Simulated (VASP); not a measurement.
# CaO (Fm-3m) in VASP: a series of runs

Runs on CaO. Level: LDA. Tasks: single point.

Everything below comes from runs of VASP 6.6.1. Logs are shortened: lines on timing, memory, paths and dates and some standing lists are left out, and cuts for length are marked.

## 1. The cell of the first run

The structure is cubic, space group Fm-3m (No. 225). The conventional cell has a = 4.707 Å, b = 4.707 Å, c = 4.707 Å, α = 90.00°, β = 90.00°, γ = 90.00°. Within 3.1 Å of Ca (site symmetry m-3m) lie 6 O at 2.35 Å. O (site symmetry m-3m) has 6 Ca at 2.35 Å within 3.1 Å.

## 2. Single point, LDA

The input, INCAR:

```
SYSTEM = CaO
ALGO = Normal ; EDIFF = 1E-6
ENCUT = 600 ; GGA = CA
GGA_COMPAT = .FALSE. ; ISIF = 2
ISMEAR = 0 ; LASPH = .TRUE.
LCHARG = .FALSE. ; LREAL = .FALSE.
LWAVE = .FALSE. ; NBANDS = 15
NELM = 120 ; PREC = Accurate
SIGMA = 0.02
```

The input, KPOINTS:

```
k-points
0
G
  8 8 8
  0 0 0
```

The input, POSCAR:

```
CaO
1.0
    0.0000000000      2.3536833324      2.3536833324
    2.3536833324      0.0000000000      2.3536833324
    2.3536833324      2.3536833324      0.0000000000
Ca O
1 1
Direct
    0.0000000000      0.0000000000      0.0000000000
    0.5000000000      0.5000000000      0.5000000000
```

Potentials or basis: VASP PAW LDA potentials, release 64 (Ca_sv, O).

The run is started by

```bash
> cat potpaw_LDA.64/Ca_sv/POTCAR potpaw_LDA.64/O/POTCAR > POTCAR
> mpirun -np 1 vasp_std > vasp.out
```

OUTCAR:

```text
SYSTEM = CaO
   EDIFF = 1E-6
   ENCUT = 600
   GGA = CA
   ISIF = 2
   ISMEAR = 0
   LASPH = .TRUE.
   LREAL = .FALSE.
   NELM = 120
   PREC = Accurate

 ion  position               nearest neighbor table
   1  0.000  0.000  0.000-   2 2.35   2 2.35   2 2.35   2 2.35   2 2.35   2 2.35
   2  0.500  0.500  0.500-   1 2.35   1 2.35   1 2.35   1 2.35   1 2.35   1 2.35

  LATTYP: Found a face centered cubic cell.
 ALAT       =     4.7073666648

  Lattice vectors:

 A1 = (   0.0000000000,   2.3536833324,   2.3536833324)
 A2 = (   2.3536833324,   0.0000000000,   2.3536833324)
 A3 = (   2.3536833324,   2.3536833324,   0.0000000000)

Analysis of symmetry for initial positions (statically):
=====================================================================
 Subroutine PRICEL returns:
 Original cell was already a primitive cell.

 Routine SETGRP: Setting up the symmetry group for a
 face centered cubic supercell.

 Subroutine GETGRP returns: Found 48 space group operations
 (whereof 48 operations were pure point group operations)
 out of a pool of 48 trial point group operations.

The static configuration has the point symmetry O_h .

Analysis of symmetry for dynamics (positions and initial velocities):
=====================================================================
 Subroutine PRICEL returns:
 Original cell was already a primitive cell.

 Routine SETGRP: Setting up the symmetry group for a
 face centered cubic supercell.

 Subroutine GETGRP returns: Found 48 space group operations
 (whereof 48 operations were pure point group operations)
 out of a pool of 48 trial point group operations.

The dynamic configuration has the point symmetry O_h .

 Subroutine INISYM returns: Found 48 space group operations
 (whereof 48 operations are pure point group operations),
 and found     1 'primitive' translations

----------------------------------------------------------------------------------------

                                     Primitive cell

  volume of cell :      26.0780

  direct lattice vectors                    reciprocal lattice vectors
     0.000000000  2.353683332  2.353683332    -0.212432995  0.212432995  0.212432995
     2.353683332  0.000000000  2.353683332     0.212432995 -0.212432995  0.212432995
     2.353683332  2.353683332  0.000000000     0.212432995  0.212432995 -0.212432995

  length of vectors
     3.328610890  3.328610890  3.328610890     0.367944741  0.367944741  0.367944741

  position of ions in fractional coordinates (direct lattice)
     0.000000000  0.000000000  0.000000000
     0.500000000  0.500000000  0.500000000

  ion indices of the primitive-cell ions
   primitive index   ion index
                 1           1
                 2           2

----------------------------------------------------------------------------------------

 KPOINTS: k-points

Automatic generation of k-mesh.
 Grid dimensions read from file:
 generate k-points for:    8    8    8

 Generating k-lattice:

  Cartesian coordinates                     Fractional coordinates (reciprocal lattice)
    -0.026554124  0.026554124  0.026554124     0.125000000  0.000000000  0.000000000
     0.026554124 -0.026554124  0.026554124     0.000000000  0.125000000  0.000000000
     0.026554124  0.026554124 -0.026554124     0.000000000  0.000000000  0.125000000

  Length of vectors
     0.045993093  0.045993093  0.045993093

  Shift w.r.t. Gamma in fractional coordinates (k-lattice)
     0.000000000  0.000000000  0.000000000

 Subroutine IBZKPT returns following result:
 ===========================================

 Found     29 irreducible k-points:

 Following reciprocal coordinates:
            Coordinates               Weight
  0.000000  0.000000  0.000000      1.000000
  0.125000  0.000000  0.000000      8.000000
  0.250000  0.000000  0.000000      8.000000
  0.375000  0.000000  0.000000      8.000000
  0.500000  0.000000  0.000000      4.000000
  0.125000  0.125000  0.000000      6.000000
[... 16 lines left out ...]
  0.500000  0.250000  0.125000     48.000000
 -0.375000  0.250000  0.125000     24.000000
 [... further k-points ...]
   k-points           NKPTS =     29   k-points in BZ     NKDIM =     29   number of bands    NBANDS=     15
   number of dos      NEDOS =    301   number of ions     NIONS =      2
   total plane-waves  NPLWV =  21952
   dimension x,y,z NGX =    28 NGY =   28 NGZ =   28
   dimension x,y,z NGXF=    56 NGYF=   56 NGZF=   56
   ions per type =               1   1
   NGX,Y,Z   is equivalent  to a cutoff of  13.98, 13.98, 13.98 a.u.
   NGXF,Y,Z  is equivalent  to a cutoff of  27.97, 27.97, 27.97 a.u.
 SYSTEM =  CaO
   PREC   = accura    normal or accurate (medium, high low for compatibility)
   ISTART =      0    job   : 0-new  1-cont  2-samecut
   ICHARG =      2    charge: 1-file 2-atom 10-const
   ISPIN  =      1    spin polarized calculation?
   LNONCOLLINEAR =      F non collinear calculations
   LSORBIT =      F    spin-orbit coupling
   LASPH  =      T    aspherical Exc in radial PAW
   ENCUT  =  600.0 eV  44.10 Ry    6.64 a.u.   6.65  6.65  6.65*2*pi/ulx,y,z
   NELM   =    120;   NELMIN=  2; NELMDL= -5     # of ELM steps
   EDIFF  = 0.1E-05   stopping-criterion for ELM
   LREAL  =      F    real-space projection
   EDIFFG = 0.1E-04   stopping-criterion for IOM
   NSW    =      0    number of steps for IOM
   IBRION =     -1    ionic relax: 0-MD 1-quasi-New 2-CG
   NFREE  =      0    steps in history (QN), initial steepest desc. (CG)
   ISIF   =      2    stress and relaxation
   ISYM   =      2    0-nonsym 1-usesym 2-fastsym
   POTIM  = 0.5000    time-step for ionic-motion
   TEBEG  =    0.0;   TEEND  =   0.0 temperature during run
   PSTRESS=    0.0 pullay stress
   NELECT =      16.0000    total number of electrons
   NUPDOWN=      -1.0000    fix difference up-down
   EMIN   =  10.00;   EMAX   =-10.00  energy-range for DOS
   EFERMI =   0.00;   METHOD = LEGACY
   ISMEAR =     0;   SIGMA  =   0.02  broadening in eV -4-tet -1-fermi 0-gaus
   EFERMI_NEDOS =   21; number of points for ismear=-14 and -15
   IALGO  =     38    algorithm
   IMIX   =      4    mixing-type and parameters
     AMIX     =   0.40;   BMIX     =  1.00
     AMIX_MAG =   1.60;   BMIX_MAG =  1.00
  volume/ion in A,a.u.               =      13.04        87.99
  Fermi-wavevector in a.u.,A,eV,Ry     =   1.391095  2.628788 26.329251  1.935145
  Thomas-Fermi vector in A             =   2.514967
   LORBIT       =      0    0 simple, 1 ext, 2 COOP (PROOUT), +10 PAW based schemes
   GGA     = CA    functional components
   LHFCALC =     F    Hartree Fock is set to
   AEXX    =    0.0000 exact exchange contribution
   IVDW    =     0    specifies the selected vdW correction
   LEPSILON=     F    determine dielectric tensor
   LRPA    =     F    only Hartree local field effects (RPA)
 non-spin polarized calculation
 Gauss-broadening in eV      SIGMA  =   0.02
  energy-cutoff  :      600.00
  volume of cell :       26.08
 maximum number of plane-waves:       893
   NGX = 13   NGY = 13   NGZ = 13

 number of electron      15.9999999 magnetization

 Free energy of the ion-electron system (eV)
  ---------------------------------------------------
  ext. energy  EPLUGINS =         0.00000000
  ---------------------------------------------------
  free energy    TOTEN  =       -14.22301330 eV

  energy without entropy =      -14.22301330  energy(sigma->0) =      -14.22301330

 E-fermi :   2.6093     XC(G=0): -11.3393

 val. band max:        2.3868934027   @ k =   0.0000   0.0000   0.0000
 cond. band min:       5.8068540133   @ k =   0.5000   0.5000   0.0000
 fundamental gap:      3.4199606106
 Fermi energy:         2.6093449017

 k-point     1 :       0.0000    0.0000    0.0000
  band No.  band energies     occupation
      1     -34.4346      2.00000
      2     -15.4270      2.00000
      3     -15.4270      2.00000
      4     -15.4270      2.00000
      5     -12.9439      2.00000
      6       2.3869      2.00000
      7       2.3869      2.00000
      8       2.3869      2.00000
      9       7.4732      0.00000
     10       8.6367      0.00000
     11       8.6367      0.00000
     12       8.6367      0.00000
     13      10.3132      0.00000
     14      10.3132      0.00000
     15      17.5688      0.00000

 k-point     2 :       0.1250    0.0000    0.0000
  band No.  band energies     occupation
      1     -34.4133      2.00000
      2     -15.7319      2.00000
      3     -15.4369      2.00000
      4     -15.4369      2.00000
      5     -12.6318      2.00000
      6       1.8153      2.00000
      7       2.1443      2.00000
      8       2.1443      2.00000
      9       8.1661      0.00000
     10       8.6040      0.00000
     11       8.9297      0.00000
     12       8.9297      0.00000
     13      10.7300      0.00000
     14      10.7300      0.00000
     15      18.2614      0.00000

 k-point     3 :       0.2500    0.0000    0.0000
  band No.  band energies     occupation
      1     -34.3615      2.00000
      2     -16.2954      2.00000
      3     -15.4604      2.00000
      4     -15.4604      2.00000
      5     -12.0481      2.00000
      6       0.7333      2.00000
      7       1.6309      2.00000
      8       1.6309      2.00000
      9       8.6958      0.00000
     10       9.6538      0.00000
     11       9.7015      0.00000
     12       9.7015      0.00000
     13      11.7256      0.00000
     14      11.7256      0.00000
     15      18.8564      0.00000
[... 343 lines left out ...]
 k-point    23 :       0.5000    0.2500    0.1250
  band No.  band energies     occupation
      1     -34.2820      2.00000
      2     -16.5369      2.00000
      3     -15.7208      2.00000
      4     -15.5562      2.00000
      5     -11.8362      2.00000
      6       0.2391      2.00000
      7       1.1972      2.00000
      8       1.4872      2.00000
      9       8.2819      0.00000
     10      10.1427      0.00000
     11      11.1421      0.00000
     12      11.3380      0.00000
     13      12.7859      0.00000
     14      14.0057      0.00000
     15      17.7833      0.00000

 k-point    24 :      -0.3750    0.2500    0.1250
  band No.  band energies     occupation
      1     -34.2646      2.00000
      2     -16.6150      2.00000
      3     -15.7403      2.00000
      4     -15.5900      2.00000
      5     -11.7727      2.00000
      6       0.1844      2.00000
      7       1.1765      2.00000
      8       1.2171      2.00000
      9       9.2690      0.00000
     10       9.3392      0.00000
     11      11.4728      0.00000
     12      11.7807      0.00000
     13      13.1057      0.00000
     14      14.8224      0.00000
     15      16.8780      0.00000

 [... further k-points ...]

------------------------ aborting loop because EDIFF is reached ----------------------------------------

  FORCE on cell =-STRESS in cart. coord.  units (eV):
  Direction    XX          YY          ZZ          XY          YZ          ZX
  --------------------------------------------------------------------------------------
  -------------------------------------------------------------------------------------
  Total        0.1444227      0.1444227      0.1444227     -0.0000000      0.0000000      0.0000000
  in kB        8.8730302      8.8730302      8.8730302     -0.0000000      0.0000000      0.0000000
  external PRESSURE =       8.8730302 kB  Pullay stress =       0.0000000 kB

 VOLUME and BASIS-vectors are now :
 -----------------------------------------------------------------------------
  energy-cutoff  :      600.00
  volume of cell :       26.08
      direct lattice vectors                 reciprocal lattice vectors
     0.000000000  2.353683332  2.353683332    -0.212432995  0.212432995  0.212432995
     2.353683332  0.000000000  2.353683332     0.212432995 -0.212432995  0.212432995
     2.353683332  2.353683332  0.000000000     0.212432995  0.212432995 -0.212432995

 POSITION                                       TOTAL-FORCE (eV/Angst)
 -----------------------------------------------------------------------------------
      0.00000      0.00000      0.00000        -0.000000     -0.000000      0.000000
      2.35368      2.35368      2.35368         0.000000      0.000000     -0.000000
 -----------------------------------------------------------------------------------
    total drift:                                0.000000      0.000000      0.000000

  FREE ENERGIE OF THE ION-ELECTRON SYSTEM (eV)
  ---------------------------------------------------
  free  energy   TOTEN  =       -14.2230132979 eV

  energy  without entropy=      -14.2230132979  energy(sigma->0) =      -14.22301330
```

Wall time 8.7 s (1 thread of Intel Xeon Platinum 8559C (Emerald Rapids), shared host); peak memory 0.15 GiB.

Results:

```yaml
Free_energy: -14.2230 eV
Pressure: 0.9 GPa
Band_gap_on_the_k_mesh: 3.42 eV (least direct gap 3.78 eV)
```

A k mesh can miss the band edges.

(Part 1 of 2 ends here.)
